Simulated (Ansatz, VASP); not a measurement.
# One calculation of PC2, two programs

```
CELL_PARAMETERS angstrom
2.85263 0.00000 0.00000
-1.42631 2.47045 0.00000
0.00000 0.00000 7.02774
ATOMIC_POSITIONS crystal
P 0.00000 0.00000 0.00000
P 0.00000 0.00000 0.50000
C 0.33333 0.66667 0.85079
C 0.33333 0.66667 0.64921
C 0.66667 0.33333 0.14921
C 0.66667 0.33333 0.35079
```

Change from the starting cell: species swapped into the MnO2 type (P6_3/mmc, No. 194).

Alike in both runs: functional PBE; k mesh 18 × 18 × 6; occupations gaussian, width 0.1 eV; no spin polarisation.

Ansatz relaxed the structure, and its values are those at the end. VASP's run is a single point on that final structure, the one shown.

|  | VASP | Ansatz |
| --- | --- | --- |
| version | VASP 6.6.1 | Ansatz 0.2.0 |
| potentials or method | VASP PAW PBE potentials, release 64 (P, C), cutoff 520 eV | scalar-relativistic, plane waves, PAW |
| valence electrons in the cell | 26 | 26 |

VASP gave:

- gap on the k mesh at the Fermi level (eV): none
- pressure (GPa): -0.3
- rms of the force components (eV/Å): 0.032

Task: Estimate Ansatz's values.

Result: gap on the k mesh at the Fermi level (eV): none; pressure (GPa): 0.0; rms of the force components (eV/Å): 0.000.

A gap of «none» marks a metal or a gap that the smearing closes.
